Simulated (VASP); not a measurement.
Crystal: NaCl.

```
Na Cl
1.0
     0.00000    2.80270    2.80270
     2.80270    0.00000    2.80270
     2.80270    2.80270    0.00000
Na Cl
1 1
Direct
  0.00000 0.00000 0.00000
  0.50000 0.50000 0.50000
```

Base run:

```yaml
Program: VASP 6.6.1
Functional: PBE
Potentials_or_basis: VASP PAW PBE potentials, release 64 (Na_pv, Cl)
Cutoff: 520 eV
k_mesh: 6 × 6 × 6
Occupations: gaussian, width 0.01 eV
Spin: no spin polarisation
```

Its results: band gap on the k mesh 5.18 eV; pressure 1.2 GPa.

Q: The run is repeated on the same cell with these changes: functional from PBE to PBE-based screened hybrid with 20 % exact exchange; k mesh from 6 × 6 × 6 to 4 × 4 × 4. What comes out?

A: Band gap on the k mesh 6.27 eV; pressure 0.8 GPa.

Several settings changed at once.

Caveats: some runs use coarse meshes; the PAW data sets were made with another functional, which shifts forces and pressure a little (at least some runs).

